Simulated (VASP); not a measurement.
Here is a VASP 6.6.1 calculation.

Contents of INCAR:

```
  PREC = Accurate
  ENCUT = 520
  EDIFF = 1E-6
  ISMEAR = 0
  SIGMA = 0.1
  LREAL = F
  LASPH = T
  NELM = 150
  ALGO = Fast
  ISIF = 2
  LWAVE = F
  LCHARG = F
  ISPIN = 2
  MAGMOM = 0 2 2 2
  LORBIT = 11
  LMAXMIX = 4
  GGA = PE
  NBANDS = 36
```

The input KPOINTS:

```
regular mesh
0
Gamma
  4 4 4
```

POSCAR

```
CsV3
1.0
    4.3489061514      0.0000000000      0.0000000000
    0.0000000000      4.3489061514      0.0000000000
    0.0000000000      0.0000000000      4.3489061514
Cs V
1 3
Direct
    0.0000000000      0.0000000000      0.0000000000
    0.0000000000      0.5000000000      0.5000000000
    0.5000000000      0.0000000000      0.5000000000
    0.5000000000      0.5000000000      0.0000000000
```

Potentials or basis: VASP PAW PBE potentials, release 64 (Cs_sv, V_sv).

Command:

```bash
$ cat potpaw_PBE.64/Cs_sv/POTCAR potpaw_PBE.64/V_sv/POTCAR > POTCAR
$ mpirun -np 1 vasp_std > vasp.out
```

Problem. Estimate the net moment.

Solution. 0.00 μB per cell.

Problem. Predict the band gap on the k mesh.

Solution. Zero (filled and empty bands overlap).

Caveat: the moments typed at the start vanished in this run; spin-orbit coupling is left out, which moves the levels of the heavy elements.
